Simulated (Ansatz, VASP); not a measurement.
**One calculation of InC2, two programs**

```
CELL_PARAMETERS angstrom
5.60008 0.00000 0.00000
0.00000 5.60008 0.00000
0.00000 0.00000 2.21947
ATOMIC_POSITIONS crystal
In 0.50000 0.50000 0.00000
In 0.00000 0.00000 0.00000
C 0.86318 0.63682 0.00000
C 0.13682 0.36318 0.00000
C 0.63682 0.13682 0.00000
C 0.36318 0.86318 0.00000
```

Alike in both runs: task single point; functional PBE; k mesh 4 × 4 × 8; occupations gaussian, width 0.1 eV; collinear spin.

```csv
,VASP,Ansatz
version,VASP 6.6.1,Ansatz 0.2.0
potentials or method,"VASP PAW PBE potentials, release 64 (In_d, C), cutoff 520 eV","scalar-relativistic, plane waves, PAW"
valence electrons in the cell,42,42
```

```tsv
	VASP	Ansatz	Ansatz less VASP
gap on the k mesh at the Fermi level (eV)	none	none	-
rms of the force components (eV/Å)	1.664	1.661	-0.0032
net moment per atom (μB)	0.00	0.00	0.000
```

Atom by atom the forces differ by 0.003 eV/Å (rms over components). A gap of «none» marks a metal or a gap that the smearing closes. Ansatz's warnings: seeded moment not kept.
